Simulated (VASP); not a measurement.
# AlRu (NiAs type) (P6_3/mmc) in VASP: notebook

AlRu (NiAs type) is run at these levels: PBE; tasks: single point.

All numbers are computed with VASP 6.6.1; they aren't measurements. Logs are shortened: lines on timing, memory, paths and dates and some standing lists are left out, and cuts for length are marked.

### 1 The cell of the first run

The structure is hexagonal, space group P6_3/mmc (No. 194). Conventional cell: a = 2.827 Å, b = 2.827 Å, c = 7.678 Å, α = 90.00°, β = 90.00°, γ = 120.00°. Within 3.3 Å of Ru (site symmetry -3m) lie 6 Al at 2.52 Å and 6 Ru at 2.83 Å. Within 3.3 Å of Al (site symmetry -6m2) lie 6 Ru at 2.52 Å and 6 Al at 2.83 Å.

### 2 Single point, PBE (volume scaled by 0.94)

INCAR

```
PREC = Accurate ; ENCUT = 520
EDIFF = 1E-6 ; ISMEAR = -1
SIGMA = 0.08 ; LREAL = False
LASPH = True ; NELM = 60
ALGO = Normal ; ISIF = 2
LWAVE = False ; LCHARG = True
GGA = PE ; LELF = True
LVHAR = True ; NBANDS = 25
```

KPOINTS

```
regular mesh
0
Gamma
  11 11 6
```

POSCAR

```
AlRu
1.0
    2.8265514426      0.0000000000      0.0000000000
   -1.4132757213      2.4478653544      0.0000000000
    0.0000000000      0.0000000000      7.6781046008
Ru Al
2 2
Direct
    0.0000000000      0.0000000000      0.0000000000
    0.0000000000      0.0000000000      0.5000000000
    0.3333333333      0.6666666667      0.2500000000
    0.6666666667      0.3333333333      0.7500000000
```

Potentials or basis: VASP PAW PBE potentials, release 64 (Ru_pv, Al).

Run with:

```sh
> cat potpaw_PBE.64/Ru_pv/POTCAR potpaw_PBE.64/Al/POTCAR > POTCAR
> mpirun -np 1 vasp_std > vasp.out
```

OUTCAR:

```text
PREC = Accurate
   ENCUT = 520
   EDIFF = 1E-6
   ISMEAR = -1
   LREAL = False
   LASPH = True
   NELM = 60
   ISIF = 2
   GGA = PE

 ion  position               nearest neighbor table
   1  0.000  0.000  0.000-   3 2.52   4 2.52   4 2.52   3 2.52   4 2.52   3 2.52
   2  0.000  0.000  0.500-   3 2.52   4 2.52   4 2.52   3 2.52   4 2.52   3 2.52
   3  0.333  0.667  0.250-   1 2.52   2 2.52   1 2.52   2 2.52   1 2.52   2 2.52
   4  0.667  0.333  0.750-   1 2.52   2 2.52   1 2.52   2 2.52   1 2.52   2 2.52

  LATTYP: Found a hexagonal cell.
 ALAT       =     2.8265514426
 C/A-ratio  =     2.7164213200

  Lattice vectors:

 A1 = (   2.8265514426,   0.0000000000,   0.0000000000)
 A2 = (  -1.4132757213,   2.4478653544,   0.0000000000)
 A3 = (   0.0000000000,   0.0000000000,   7.6781046008)

Analysis of symmetry for initial positions (statically):
=====================================================================
 Subroutine PRICEL returns:
 Original cell was already a primitive cell.

 Routine SETGRP: Setting up the symmetry group for a
 hexagonal supercell.

 Subroutine GETGRP returns: Found 24 space group operations
 (whereof 12 operations were pure point group operations)
 out of a pool of 24 trial point group operations.

The static configuration has the point symmetry D_3d.
 The point group associated with its full space group is D_6h.

Analysis of symmetry for dynamics (positions and initial velocities):
=====================================================================
 Subroutine PRICEL returns:
 Original cell was already a primitive cell.

 Routine SETGRP: Setting up the symmetry group for a
 hexagonal supercell.

 Subroutine GETGRP returns: Found 24 space group operations
 (whereof 12 operations were pure point group operations)
 out of a pool of 24 trial point group operations.

The dynamic configuration has the point symmetry D_3d.
 The point group associated with its full space group is D_6h.

 Subroutine INISYM returns: Found 24 space group operations
 (whereof 12 operations are pure point group operations),
 and found     1 'primitive' translations

----------------------------------------------------------------------------------------

                                     Primitive cell

  volume of cell :      53.1249

  direct lattice vectors                    reciprocal lattice vectors
     2.826551443  0.000000000  0.000000000     0.353788006  0.204259601  0.000000000
    -1.413275721  2.447865354  0.000000000     0.000000000  0.408519202  0.000000000
     0.000000000  0.000000000  7.678104601     0.000000000  0.000000000  0.130240476

  length of vectors
     2.826551443  2.826551443  7.678104601     0.408519202  0.408519202  0.130240476

  position of ions in fractional coordinates (direct lattice)
     0.000000000  0.000000000  0.000000000
     0.000000000  0.000000000  0.500000000
     0.333333333  0.666666667  0.250000000
     0.666666667  0.333333333  0.750000000

  ion indices of the primitive-cell ions
   primitive index   ion index
                 1           1
                 2           2
                 3           3
                 4           4

----------------------------------------------------------------------------------------

 KPOINTS: regular mesh

Automatic generation of k-mesh.
 Grid dimensions read from file:
 generate k-points for:   11   11    6

 Generating k-lattice:

  Cartesian coordinates                     Fractional coordinates (reciprocal lattice)
     0.032162546  0.018569055  0.000000000     0.090909091 -0.000000000  0.000000000
     0.000000000  0.037138109  0.000000000     0.000000000  0.090909091  0.000000000
     0.000000000  0.000000000  0.021706746     0.000000000  0.000000000  0.166666667

  Length of vectors
     0.037138109  0.037138109  0.021706746

  Shift w.r.t. Gamma in fractional coordinates (k-lattice)
     0.000000000  0.000000000  0.000000000

 Subroutine IBZKPT returns following result:
 ===========================================

 Found     64 irreducible k-points:

 Following reciprocal coordinates:
            Coordinates               Weight
  0.000000  0.000000  0.000000      1.000000
  0.090909 -0.000000  0.000000      6.000000
  0.181818 -0.000000  0.000000      6.000000
  0.272727 -0.000000  0.000000      6.000000
  0.363636  0.000000  0.000000      6.000000
  0.454545 -0.000000  0.000000      6.000000
[... 16 lines left out ...]
  0.090909  0.090909  0.166667     12.000000
  0.181818  0.090909  0.166667     24.000000
 [... further k-points ...]
   k-points           NKPTS =     64   k-points in BZ     NKDIM =     64   number of bands    NBANDS=     25
   number of dos      NEDOS =    301   number of ions     NIONS =      4
   total plane-waves  NPLWV =  34560
   dimension x,y,z NGX =    24 NGY =   24 NGZ =   60
   dimension x,y,z NGXF=    48 NGYF=   48 NGZF=  120
   ions per type =               2   2
   NGX,Y,Z   is equivalent  to a cutoff of  14.12, 14.12, 12.99 a.u.
   NGXF,Y,Z  is equivalent  to a cutoff of  28.23, 28.23, 25.98 a.u.
 SYSTEM =  unknown system
   PREC   = accura    normal or accurate (medium, high low for compatibility)
   ISTART =      0    job   : 0-new  1-cont  2-samecut
   ICHARG =      2    charge: 1-file 2-atom 10-const
   ISPIN  =      1    spin polarized calculation?
   LNONCOLLINEAR =      F non collinear calculations
   LSORBIT =      F    spin-orbit coupling
   LASPH  =      T    aspherical Exc in radial PAW
   ENCUT  =  520.0 eV  38.22 Ry    6.18 a.u.   5.26  5.26 14.28*2*pi/ulx,y,z
   NELM   =     60;   NELMIN=  2; NELMDL= -5     # of ELM steps
   EDIFF  = 0.1E-05   stopping-criterion for ELM
   LREAL  =      F    real-space projection
   EDIFFG = 0.1E-04   stopping-criterion for IOM
   NSW    =      0    number of steps for IOM
   IBRION =     -1    ionic relax: 0-MD 1-quasi-New 2-CG
   NFREE  =      0    steps in history (QN), initial steepest desc. (CG)
   ISIF   =      2    stress and relaxation
   ISYM   =      2    0-nonsym 1-usesym 2-fastsym
   POTIM  = 0.5000    time-step for ionic-motion
   TEBEG  =    0.0;   TEEND  =   0.0 temperature during run
   PSTRESS=    0.0 pullay stress
   NELECT =      34.0000    total number of electrons
   NUPDOWN=      -1.0000    fix difference up-down
   EMIN   =  10.00;   EMAX   =-10.00  energy-range for DOS
   EFERMI =   0.00;   METHOD = LEGACY
   ISMEAR =    -1;   SIGMA  =   0.08  broadening in eV -4-tet -1-fermi 0-gaus
   EFERMI_NEDOS =   21; number of points for ismear=-14 and -15
   IALGO  =     38    algorithm
   IMIX   =      4    mixing-type and parameters
     AMIX     =   0.40;   BMIX     =  1.00
     AMIX_MAG =   1.60;   BMIX_MAG =  1.00
  volume/ion in A,a.u.               =      13.28        89.63
  Fermi-wavevector in a.u.,A,eV,Ry     =   1.410809  2.666043 27.080804  1.990383
  Thomas-Fermi vector in A             =   2.532725
   LORBIT       =      0    0 simple, 1 ext, 2 COOP (PROOUT), +10 PAW based schemes
   GGA     = PE    functional components
[... 5 lines left out ...]
 non-spin polarized calculation
  energy-cutoff  :      520.00
  volume of cell :       53.12
 maximum number of plane-waves:      1450
 NGX is ok and might be reduce to    24
   NGX = 11   NGY = 11   NGZ = 29

 number of electron      34.0000001 magnetization

 Free energy of the ion-electron system (eV)
  ---------------------------------------------------
  ext. energy  EPLUGINS =         0.00000000
  ---------------------------------------------------
  free energy    TOTEN  =       -27.71396703 eV

  energy without entropy =      -27.66969665  energy(sigma->0) =      -27.69183184

 E-fermi :  11.0828     XC(G=0): -12.5929

 val. band max:       11.0795365518   @ k =   0.0909  -0.0000   0.0000
 cond. band min:      11.0922465820   @ k =   0.0909   0.0909   0.3333
 fundamental gap:      0.0127100302
 Fermi energy:        11.0827825760

 k-point     1 :       0.0000    0.0000    0.0000
  band No.  band energies     occupation
      1     -31.0506      2.00000
      2     -31.0316      2.00000
      3     -30.9265      2.00000
      4     -30.9265      2.00000
      5     -30.9261      2.00000
      6     -30.9261      2.00000
[... 17 lines left out ...]
     24      22.7349      0.00000
     25      23.4673      0.00000

 k-point     2 :       0.0909   -0.0000    0.0000
  band No.  band energies     occupation
      1     -31.0441      2.00000
      2     -31.0257      2.00000
      3     -30.9671      2.00000
      4     -30.9665      2.00000
      5     -30.9361      2.00000
      6     -30.9356      2.00000
[... 17 lines left out ...]
     24      22.5227      0.00000
     25      22.6312      0.00000

 k-point     3 :       0.1818   -0.0000    0.0000
  band No.  band energies     occupation
      1     -31.0751      2.00000
      2     -31.0739      2.00000
      3     -31.0269      2.00000
      4     -31.0098      2.00000
      5     -30.9617      2.00000
      6     -30.9613      2.00000
[... 17 lines left out ...]
     24      21.1987      0.00000
     25      22.0187      0.00000

 k-point     4 :       0.2727   -0.0000    0.0000
  band No.  band energies     occupation
      1     -31.2144      2.00000
      2     -31.2127      2.00000
      3     -31.0044      2.00000
      4     -30.9951      2.00000
      5     -30.9947      2.00000
      6     -30.9890      2.00000
[... 17 lines left out ...]
     24      20.0401      0.00000
     25      21.8094      0.00000
[... 477 lines left out ...]
 k-point    22 :       0.4545   -0.0000    0.1667
  band No.  band energies     occupation
      1     -31.4144      2.00000
      2     -31.4123      2.00000
      3     -31.0436      2.00000
      4     -31.0433      2.00000
      5     -30.9703      2.00000
      6     -30.9592      2.00000
[... 17 lines left out ...]
     24      18.1244      0.00000
     25      18.6607      0.00000

 k-point    23 :       0.0909    0.0909    0.1667
  band No.  band energies     occupation
      1     -31.0389      2.00000
      2     -31.0380      2.00000
      3     -31.0311      2.00000
      4     -31.0160      2.00000
      5     -30.9561      2.00000
      6     -30.9557      2.00000
[... 17 lines left out ...]
     24      21.5274      0.00000
     25      21.6555      0.00000

 k-point    24 :       0.1818    0.0909    0.1667
  band No.  band energies     occupation
      1     -31.1563      2.00000
      2     -31.1550      2.00000
      3     -31.0114      2.00000
      4     -30.9975      2.00000
      5     -30.9918      2.00000
      6     -30.9914      2.00000
[... 17 lines left out ...]
     24      19.9483      0.00000
     25      20.8874      0.00000

 [... further k-points ...]
[... 5 lines left out ...]
  --------------------------------------------------------------------------------------
  -------------------------------------------------------------------------------------
  Total        4.4448056      4.4448056      4.4435406      0.0000000      0.0000000      0.0000000
  in kB      134.0494123    134.0494123    134.0112607      0.0000000      0.0000000      0.0000000
  external PRESSURE =     134.0366951 kB  Pullay stress =       0.0000000 kB

 VOLUME and BASIS-vectors are now :
 -----------------------------------------------------------------------------
  energy-cutoff  :      520.00
  volume of cell :       53.12
      direct lattice vectors                 reciprocal lattice vectors
     2.826551443  0.000000000  0.000000000     0.353788006  0.204259601  0.000000000
    -1.413275721  2.447865354  0.000000000     0.000000000  0.408519202  0.000000000
     0.000000000  0.000000000  7.678104601     0.000000000  0.000000000  0.130240476

 POSITION                                       TOTAL-FORCE (eV/Angst)
 -----------------------------------------------------------------------------------
      0.00000      0.00000      0.00000        -0.000000      0.000000      0.000000
      0.00000      0.00000      3.83905        -0.000000      0.000000      0.000000
     -0.00000      1.63191      1.91953        -0.000000      0.000000      0.000000
      1.41328      0.81596      5.75858         0.000000     -0.000000      0.000000
 -----------------------------------------------------------------------------------
    total drift:                               -0.000000      0.000000      0.000000

  FREE ENERGIE OF THE ION-ELECTRON SYSTEM (eV)
  ---------------------------------------------------
  free  energy   TOTEN  =       -27.7139670269 eV

  energy  without entropy=      -27.6696966492  energy(sigma->0) =      -27.69183184
```

Run time: 1.8 min. Hardware: 1 thread of AMD EPYC 7R43 (Zen 3), shared host; peak memory 0.18 GiB.

Results:

| Quantity | Value |
| --- | --- |
| Free energy | -27.7140 eV |
| Pressure | 13.4 GPa |
| Band gap on the k mesh | zero (band 17 reaches 13.31 eV, above the bottom of band 18 at 10.55 eV) |

Levels at points of the mesh, in eV from the Fermi level:
| k point | band 14 | band 15 | band 16 | band 17 | band 18 | band 19 | band 20 | band 21 |
| --- | --- | --- | --- | --- | --- | --- | --- | --- |
| (0.00, 0.00, 0.00) | -1.78 | -1.78 | -0.25 | -0.25 | 0.04 | 0.06 | 0.06 | 6.92 |
| (0.00, 0.00, 0.50) | -1.80 | -1.32 | -1.32 | -0.10 | -0.10 | -0.10 | -0.10 | 8.65 |

Caveat: the cell differs from its parent crystal (volume scaled by 0.94).

### 3 Single point, PBE

This run uses another cell than the first one, of 7.77 Å³/atom, 0.585 times its volume.

INCAR

```
PREC     = Accurate       # precision mode
ENCUT    = 600            # plane-wave cutoff, eV
EDIFF    = 1E-6           # SCF threshold, eV
ISMEAR   = -1             # smearing method
SIGMA    = 0.08           # smearing width, eV
LREAL    = F              # projectors in reciprocal space
LASPH    = T              # aspherical terms in the spheres
NELM     = 120            # most SCF steps
ALGO     = Normal         # electronic algorithm
ISIF     = 2              # what is computed and relaxed
LWAVE    = F              # write WAVECAR
LCHARG   = F              # write CHGCAR
GGA      = PE             # functional
NBANDS   = 27             # bands
GGA_COMPAT= F
```

KPOINTS

```
Automatic mesh
0
Gamma
  11 11 6
```

POSCAR

```
AlRu
1.0
    2.3568617904      0.0000000000      0.0000000000
   -1.1784308952      2.0411021837      0.0000000000
    0.0000000000      0.0000000000      6.4615158918
Ru Al
2 2
Direct
    0.0000000000      0.0000000000      0.0000000000
    0.0000000000      0.0000000000      0.5000000000
    0.3333333333      0.6666666667      0.2500000000
    0.6666666667      0.3333333333      0.7500000000
```

Potentials or basis: VASP PAW PBE potentials, release 64 (Ru_sv, Al).

Run with:

```sh
> cat potpaw_PBE.64/Ru_sv/POTCAR potpaw_PBE.64/Al/POTCAR > POTCAR
> mpirun -np 1 vasp_std > vasp.out
```

Run time: 32 s. Hardware: 1 thread of AMD EPYC 9R45 (Zen 5), shared host; peak memory 0.16 GiB.

It converged, with:

```
Free energy            : -8.6910 eV
Pressure               : 407.1 GPa
Band gap on the k mesh : zero (band 19 reaches 26.56 eV, above the bottom of band 20 at 22.09 eV)
```

Stress tensor (GPa, compression positive):
```
406.90   0.00   0.00
  0.00 406.90   0.00
  0.00   0.00 407.42
```

Levels at points of the mesh, in eV from the Fermi level:
| k point | band 16 | band 17 | band 18 | band 19 | band 20 | band 21 | band 22 | band 23 |
| --- | --- | --- | --- | --- | --- | --- | --- | --- |
| (0.00, 0.00, 0.00) | -4.14 | -4.04 | -0.75 | -0.75 | -0.04 | -0.04 | 0.94 | 9.11 |
| (0.00, 0.00, 0.50) | -4.15 | -1.47 | -1.47 | -0.42 | -0.42 | -0.42 | -0.42 | 10.05 |
